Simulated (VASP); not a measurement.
Set up this calculation in VASP 6.6.1, as the native input.

| Property | Result |
| --- | --- |
| Task | single point |
| Functional | r2SCAN |
| Potentials or basis | VASP PAW PBE potentials, release 64 (Zr_sv, N) |
| Cutoff | 660 eV |
| k mesh | 7 × 7 × 7 |
| Occupations | fermi-dirac, width 0.1 eV |
| Spin | no spin polarisation |
| Dipole correction | no |
| Further INCAR settings | ALGO = Normal; EDIFF = 1e-06; NBANDS = 16 |

Crystal: ZrN.

```xyz
2
Lattice="0.0000 2.3000 2.3000 2.3000 0.0000 2.3000 2.3000 2.3000 0.0000" Properties=species:S:1:pos:R:3 pbc="T T T"
Zr    2.3000    2.3000    2.3000
N     0.0000    0.0000    0.0000
```

The input as run:

POSCAR

```
ZrN
1.0
    0.0000000000      2.3000000000      2.3000000000
    2.3000000000      0.0000000000      2.3000000000
    2.3000000000      2.3000000000      0.0000000000
Zr N
1 1
Direct
    0.5000000000      0.5000000000      0.5000000000
    0.0000000000      0.0000000000      0.0000000000
```

INCAR.step1

```
SYSTEM = ZrN
PREC = Accurate
ENCUT = 660
ISMEAR = -1
SIGMA = 0.1
LREAL = .False.
LASPH = .True.
NELM = 120
NBANDS = 16
GGA = PE
ALGO = Normal
EDIFF = 1E-5
LWAVE = .True.
LCHARG = .False.
GGA_COMPAT = .False.
```

INCAR.step2

```
SYSTEM = ZrN
PREC = Accurate
ENCUT = 660
EDIFF = 1E-6
ISMEAR = -1
SIGMA = 0.1
LREAL = .False.
LASPH = .True.
NELM = 120
ALGO = Normal
ISIF = 2
LWAVE = .False.
LCHARG = .False.
METAGGA = R2SCAN
LMIXTAU = .True.
NBANDS = 16
ISTART = 1
GGA_COMPAT = .False.
```

KPOINTS

```
Automatic mesh
0
Gamma
  7 7 7
  0 0 0
```

Potentials or basis: VASP PAW PBE potentials, release 64 (Zr_sv, N).

Run with:

```bash
$ cat potpaw_PBE.64/Zr_sv/POTCAR potpaw_PBE.64/N/POTCAR > POTCAR
$ cp INCAR.step1 INCAR
$ mpirun -np 1 vasp_std > vasp.out
$ cp INCAR.step2 INCAR
$ mpirun -np 1 vasp_std > vasp.out
```

It gave:

```json
{
 "Pressure": "-1.8 GPa"
}
```

Caveat: the PAW data sets were made with another functional, which shifts forces and pressure a little.

Run time: 23 s on 1 thread of Intel(R) Xeon(R) 6975P-C (Granite Rapids), on a shared host, peak memory 0.16 GiB.
